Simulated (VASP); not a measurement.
Cd: single point with PBE

The system is Cd.

```
CELL_PARAMETERS angstrom
5.14139 0.00000 0.00000
-2.57069 4.45257 0.00000
0.00000 0.00000 3.09918
ATOMIC_POSITIONS crystal
Cd 0.00000 0.00000 0.00000
Cd 0.33333 0.66667 0.50000
Cd 0.66667 0.33333 0.50000
```

- Program: VASP 6.6.1
- Task: single point
- Functional: PBE
- Potentials or basis: VASP PAW PBE potentials, release 64 (Cd)
- Cutoff: 520 eV
- k mesh: 7 × 7 × 10
- Occupations: fermi-dirac, width 0.08 eV
- Spin: no spin polarisation

```json
{
  "Pressure": "0.2 GPa",
  "Band gap on the k mesh": "zero (band 18 reaches 5.77 eV, above the bottom of band 19 at 1.24 eV)"
}
```

Levels at points of the mesh, in eV from the Fermi level:
```tsv
k point	band 14	band 15	band 16	band 17	band 18	band 19	band 20	band 21	band 22	band 23
(0.00, 0.00, 0.00)	-8.22	-8.22	-8.21	0.20	0.42	0.93	0.93	0.97	0.97	7.75
(0.00, 0.00, 0.50)	-8.28	-8.03	-3.61	-3.27	3.49	3.61	3.61	3.69	4.50	4.71
```

Wall time 2.1 min on 1 thread of AMD EPYC 7R13 (shared host), peak memory 0.19 GiB.
